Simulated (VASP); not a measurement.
Write the native input for VASP 6.6.1 that does the following.

```
Task                   : single point
Functional             : PBE
Potentials or basis    : VASP PAW PBE potentials, release 64 (Si)
Cutoff                 : 520 eV
k mesh                 : 10 × 10 × 1
Occupations            : gaussian, width 0.03 eV
Spin                   : no spin polarisation
Dipole correction      : yes
Further INCAR settings : ALGO = Normal; EDIFF = 1e-07; NBANDS = 26
```

The structure of Si lies in POSCAR:

```
Si
1.0
    3.7643519888      0.0000000029      0.0000000000
   -1.8821759969      3.2600244496      0.0000000000
    0.0000000000      0.0000000000     23.7820325400
Si
8
Direct
    0.0000000000      0.0000000000      0.6965183903
    0.3333333333      0.6666666667      0.6609512189
    0.0000000000      0.0000000000      0.5849598531
    0.3333333333      0.6666666667      0.5446403959
    0.0000000000      0.0000000000      0.4553595980
    0.3333333333      0.6666666667      0.4150401476
    0.0000000000      0.0000000000      0.3390487827
    0.3333333333      0.6666666667      0.3034816135
```

The input as run:

INCAR

```
SYSTEM = Si
PREC     = Accurate       ! precision mode
ENCUT    = 520            ! plane-wave cutoff, eV
EDIFF    = 1E-7           ! SCF threshold, eV
ISMEAR   = 0              ! smearing method
SIGMA    = 0.03           ! smearing width, eV
LREAL    = .False.        ! projectors in reciprocal space
LASPH    = .True.         ! aspherical terms in the spheres
NELM     = 60             ! most SCF steps
ALGO     = Normal         ! electronic algorithm
ISIF     = 2              ! what is computed and relaxed
LWAVE    = .False.        ! write WAVECAR
LCHARG   = .False.        ! write CHGCAR
LDIPOL   = .True.       
IDIPOL   = 3            
DIPOL    = 0.5 0.5 0.500
GGA      = PE             ! functional
NBANDS   = 26             ! bands
```

KPOINTS

```
Automatic mesh
0
Gamma
  10 10 1
  0 0 0
```

Potentials or basis: VASP PAW PBE potentials, release 64 (Si).

Command:

```console
$ cat potpaw_PBE.64/Si/POTCAR > POTCAR
$ mpirun -np 1 vasp_std > vasp.out
```

It gave:

The largest force is 0.015 eV/Å and the band gap on the k mesh is zero (band 16 reaches 1.90 eV, above the bottom of band 17 at 0.86 eV).

Run time: 3.7 min on 1 thread of Intel Xeon 6975P-C (shared host), peak memory 0.39 GiB.
